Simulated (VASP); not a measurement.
Wanted: the native input for a VASP 6.6.1 run.

- Task: single point
- Functional: PBE
- Potentials or basis: VASP PAW PBE potentials, release 64 (Si, Mo_sv)
- Cutoff: 400 eV
- k mesh: 1 × 1 × 1, shifted
- Occupations: fermi-dirac, width 0.1922 eV
- Spin: no spin polarisation
- Dipole correction: no
- Further INCAR settings: LREAL = Auto; ALGO = Normal; EDIFF = 1e-06; NBANDS = 111; ISYM = -1

The structure of Si5Mo3 lies in POSCAR:

```
Si5Mo3
1.0
    7.4574090000      0.0809830000      0.1775480000
    0.0809830000      6.8034930000      0.1053960000
    0.1775480000      0.1053960000      7.5398230000
Si Mo
15 9
Direct
    0.8924040969     -0.0441668009      0.8327067415
    0.5471237937      1.0451161625      0.3766725295
    0.7935057158      0.5750276140      0.5537988142
    0.5159488725      0.2354885967      0.7635099330
    0.3364761842      0.7808827493      0.4704431932
    0.2223381109      0.3415891520      0.8616929314
    0.1530241654      0.9400703502      0.0422843097
    0.6440571266      0.8599244591      0.6960727522
    0.3908483606      0.7031042240      0.8645798824
    0.2576518694      0.0862586433      0.6590620377
    0.8779652657      0.3649409288      0.8492797124
    0.6067038118      0.6561643237      0.3157702583
    0.1069496077      0.4840188317      0.2103416303
    0.5677043609      0.0503940425      0.0791973360
    0.4395178608      0.3840076260      0.4016122945
    0.7683687350      0.2063140598      0.5661688598
    0.8569404066      0.9395112496      0.2619092274
    0.7340079110      0.7087383924      0.0148975874
    0.0784727483      0.6486803016      0.9034038347
    0.4873790626      0.4172955330      0.0578612445
    0.8422177635      0.3641711672      0.1983632422
    0.2291947845      0.1219085155      0.3001004473
    0.1252657405      0.4537880321      0.5249905568
    0.0096392654      0.8553697508      0.5359432201
```

The input as run:

INCAR

```
PREC     = Accurate       # precision mode
ENCUT    = 400            # plane-wave cutoff, eV
EDIFF    = 1E-6           # SCF threshold, eV
ISMEAR   = -1             # smearing method
SIGMA    = 0.1922         # smearing width, eV
LREAL    = Auto         
LASPH    = True           # aspherical terms in the spheres
NELM     = 120            # most SCF steps
ALGO     = Normal         # electronic algorithm
ISIF     = 2              # what is computed and relaxed
LWAVE    = False          # write WAVECAR
LCHARG   = True           # write CHGCAR
GGA      = PE             # functional
LELF     = True           # ELF
LVHAR    = True         
NBANDS   = 111            # bands
ISYM     = -1           
GGA_COMPAT= False
```

KPOINTS

```
explicit points
1
Reciprocal
  0.25000000   0.25000000   0.25000000 1
```

Potentials or basis: VASP PAW PBE potentials, release 64 (Si, Mo_sv).

Command:

```sh
$ cat potpaw_PBE.64/Si/POTCAR potpaw_PBE.64/Mo_sv/POTCAR > POTCAR
$ mpirun -np 1 vasp_std > vasp.out
```

Results of the run:

* Pressure: 1.2 GPa
* Largest force: 5.181 eV/Å

Caveat: the atoms stand as in a frame of molecular dynamics.

It took 71 s on 1 thread of AMD EPYC 7R43 64-Core Processor (Zen 3), with other jobs on the host, peak memory 0.3 GiB.
